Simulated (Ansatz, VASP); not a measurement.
**One calculation of AlCo, two programs**

INCAR

```
SYSTEM = AlCo
PREC = Accurate ; ENCUT = 600
EDIFF = 1E-7 ; ISMEAR = -1
SIGMA = 0.1 ; LREAL = .False.
LASPH = .True. ; NELM = 100
ALGO = Normal ; ISIF = 3
LWAVE = .False. ; LCHARG = .False.
GGA = PE ; IBRION = 2
NSW = 60 ; EDIFFG = -0.005
```

The input KPOINTS:

```
regular mesh
0
Gamma
  15 15 14
  0 0 0
```

POSCAR

```
AlCo
1.0
    3.1875670064      0.0000000000      0.0000000000
   -1.5937835032      2.7605140038      0.0000000000
    0.0000000000      0.0000000000      3.1238156663
Co Al
1 1
Direct
    0.0000000000      0.0000000000      0.0000000000
    0.3333333333      0.6666666667      0.5000000000
```

Input for Ansatz:

```yaml
crystal:
  lattice:
    - [3.1875670064, 0.0, 0.0]
    - [-1.5937835032, 2.7605140038, 0.0]
    - [0.0, 0.0, 3.1238156663]
  atoms:
    - { symbol: Co, position: [0.0, 0.0, 0.0] }
    - { symbol: Al, position: [0.3333333333, 0.6666666667, 0.5] }
kpoints:
  mp_grid: { grid: [15, 15, 14] }
scf:
  occupations: { method: fermi_dirac, width: 0.1 }
hamiltonian:
  xc: pbe
  pseudopotentials: { kind: paw }
output:
  forces: true
  stress: true
  write_density: true
  write_potential: true
  elf: true
  volumetric_format: npy
relax:
  f_tol: 0.005
  max_steps: 40
  cell: {}
```

Alike in both runs: task relaxation of cell and atoms; functional PBE; k mesh 15 × 15 × 14; occupations fermi-dirac, width 0.1 eV; no spin polarisation.

|  | VASP | Ansatz |
| --- | --- | --- |
| version | VASP 6.6.1 | Ansatz 0.2.0 |
| potentials or method | VASP PAW PBE potentials, release 64 (Co, Al) | PAW with Ansatz's default frozen-core files, scalar-relativistic |
| plane-wave cutoff (eV) | 600 | 420 |
| valence electrons in the cell | 12 | 20 |

```tsv
	VASP	Ansatz	Ansatz less VASP
relaxed volume (Å³/atom)	12.22	12.22	0.000
relaxed cell length with the largest relative difference (Å)	3.780	3.787	+0.0070
```

VASP's potentials hold 12 valence electrons a cell and Ansatz's 20, so a difference there can come from the potentials and not from the codes.
